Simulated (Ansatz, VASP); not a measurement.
## Two plane-wave programs on Sb

Contents of INCAR:

```
SYSTEM = Sb
  ALGO = Normal
  EDIFF = 1E-8
  ENCUT = 520
  GGA = PE
  ISIF = 2
  ISMEAR = -1
  LASPH = .TRUE.
  LCHARG = .FALSE.
  LEFG = .TRUE.
  LREAL = .FALSE.
  LWAVE = .FALSE.
  NBANDS = 8
  NELM = 80
  PREC = Accurate
  SIGMA = 0.05
```

Contents of KPOINTS:

```
k-points
0
G
  19 19 19
  0 0 0
```

The input POSCAR:

```
Sb
1.0
   -1.5448500000      1.4952500000      2.4800000000
    1.4952500000     -1.5448500000      2.4800000000
    1.5147500000      1.5147500000     -2.5101000000
Sb
1
Direct
    0.0000000000      0.0000000000      0.0000000000
```

Input for Ansatz:

```yaml
crystal:
  lattice:
    - [-1.54485, 1.49525, 2.48]
    - [1.49525, -1.54485, 2.48]
    - [1.51475, 1.51475, -2.5101]
  atoms:
    - { symbol: Sb, position: [0.0, 0.0, 0.0] }
kpoints:
  mp_grid: { grid: [19, 19, 19] }
scf:
  occupations: { method: fermi_dirac, width: 0.05 }
hamiltonian:
  xc: pbe
  pseudopotentials: { kind: paw }
output:
  forces: true
  stress: true
  eigenvalues: true
  efg: { contact_densities: true }
```

Change from the starting cell: equal xy, yz and zx shear strains of -2 %, PAW files.

Alike in both runs: task electric field gradients; functional PBE; k mesh 19 × 19 × 19; occupations fermi-dirac, width 0.05 eV; no spin polarisation.

|  | VASP | Ansatz |
| --- | --- | --- |
| version | VASP 6.6.1 | Ansatz 0.2.0 |
| potentials or method | VASP PAW PBE potentials, release 64 (Sb) | PAW with Ansatz's default frozen-core files, scalar-relativistic |
| plane-wave cutoff (eV) | 520 | 420 |
| valence electrons in the cell | 5 | 15 |

Ansatz gave:

| Quantity | Value |
| --- | --- |
| pressure (GPa) | 19.4 |
| traceless stress, the component that is largest in VASP (GPa) | -0.97 |
| size of Vzz on the site where it differs most (V/Å²) | 33.5 |

Task: Which values does VASP return?

Result: Pressure (GPa): 19.3; traceless stress, the component that is largest in VASP (GPa): -1.05; size of Vzz on the site where it differs most (V/Å²): 33.8.

VASP's potentials hold 5 valence electrons a cell and Ansatz's 15, so a difference there can come from the potentials and not from the codes.

Neither program's run includes spin-orbit coupling.
